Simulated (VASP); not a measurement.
TaGeI, 6 atoms in the cell. Symmetry: P4/nmm, No. 129, tetragonal system. Conventional cell: a = 3.641 Å, b = 3.641 Å, c = 10.835 Å, α = 90.00°, β = 90.00°, γ = 90.00°. Ta (site symmetry 4mm) has 4 Ge at 2.69 Å and 4 I at 3.00 Å within 3.5 Å. Within 3.4 Å of Ge (site symmetry -4m2) lie 4 Ge at 2.57 Å and 4 Ta at 2.69 Å. I (site symmetry 4mm) has 4 Ta at 3.00 Å and 4 I at 3.64 Å within 3.9 Å. 

- Program: VASP 6.6.1
- Task: relaxation of cell and atoms
- Functional: PBE
- Potentials or basis: VASP PAW PBE potentials, release 64 (Ta_pv, Ge_d, I)
- Cutoff: 600 eV
- k mesh: 10 × 10 × 4
- Occupations: gaussian, width 0.1 eV
- Spin: no spin polarisation
- Dipole correction: no
- Further INCAR settings: ALGO = Normal; EDIFF = 1e-07; IBRION = 2; EDIFFG = -0.01; NSW = 100; ISIF = 3

Potentials or basis: VASP PAW PBE potentials, release 64 (Ta_pv, Ge_d, I).

Run with:

```sh
$ cat potpaw_PBE.64/Ta_pv/POTCAR potpaw_PBE.64/Ge_d/POTCAR potpaw_PBE.64/I/POTCAR > POTCAR
$ mpirun -np 1 vasp_std > vasp.out
```

Hardware: 1 thread of Intel(R) Xeon(R) Platinum 8488C (Sapphire Rapids), on a shared host.

Q: Estimate the wall time of this run.

A: Run time: 7.1 min on 1 thread of Intel(R) Xeon(R) Platinum 8488C (Sapphire Rapids) (shared host), peak memory 0.53 GiB. Counts: scf iterations 15, k points 63, ion steps 1.
